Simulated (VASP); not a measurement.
Runs of VASP 6.6.1 on Zn. The structure is that of space group Im-3m (No. 229), or close to it. The cells are those of the table. 

```csv
cell,gap on the mesh (eV),pressure (GPa)
"a = 2.650 Å, angles 109.5°, 1 atom",none,0.5
"a = 2.696 Å, angles 109.5°, 1 atom",none,-3.3
"a = 2.719 Å, angles 109.5°, 1 atom",none,(b)
"a = 2.578 Å, angles 109.5°, 1 atom",none,9.0
"a = 2.626 Å, angles 109.5°, 1 atom",none,2.9
"a = 2.602 Å, angles 109.5°, 1 atom",none,(a)
"a = 2.673 Å, angles 109.5°, 1 atom",none,-1.6
```

Alike in all rows: task single point; level PBEsol; potentials or basis VASP PAW PBE potentials, release 64 (Zn); no spin polarisation; k mesh 22 × 22 × 22; cutoff (eV) 520; smearing gaussian 0.15 eV.

**Question.** Fill in the values left out.

**Answer.** (a) 5.7; (b) -4.9.

Caveats: the PAW data sets were made with another functional, which shifts forces and pressure a little.

A gap of «none» marks levels without a gap at the run's occupations.
